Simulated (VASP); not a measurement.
Wanted: the native input for a VASP 6.6.1 run.

| Property | Result |
| --- | --- |
| Task | single point |
| Functional | PBE |
| Potentials or basis | VASP PAW PBE potentials, release 64 (Au) |
| Cutoff | 520 eV |
| k mesh | 10 × 10 × 10 |
| Occupations | gaussian, width 0.017 eV |
| Spin | no spin polarisation |
| Dipole correction | no |
| Further INCAR settings | ALGO = Normal; EDIFF = 1e-06; NBANDS = 12 |

The structure of Au lies in POSCAR:

```
Au
1.0
    2.7484100000      0.0000000000      0.0000000000
    0.0000000000      2.7484100000      0.0000000000
    0.0000000000      0.0000000000      2.7484100000
Au
1
Direct
    0.5000000000      0.5000000000      0.5000000000
```

One way to write it, as run:

INCAR

```
SYSTEM = Au
  PREC = Accurate
  ENCUT = 520
  EDIFF = 1E-6
  ISMEAR = 0
  SIGMA = 0.017
  LREAL = .False.
  LASPH = .True.
  NELM = 80
  ALGO = Normal
  ISIF = 2
  LWAVE = .False.
  LCHARG = .False.
  GGA = PE
  NBANDS = 12
```

KPOINTS

```
regular mesh
0
Gamma
  10 10 10
  0 0 0
```

Potentials or basis: VASP PAW PBE potentials, release 64 (Au).

The run is started by

```sh
$ cat potpaw_PBE.64/Au/POTCAR > POTCAR
$ mpirun -np 1 vasp_std > vasp.out
```

Results of the run:

```yaml
Pressure: 0.1 GPa
```

Wall time 13 s on 1 thread of Intel Xeon 8259CL, with other jobs on the host, peak memory 0.13 GiB.
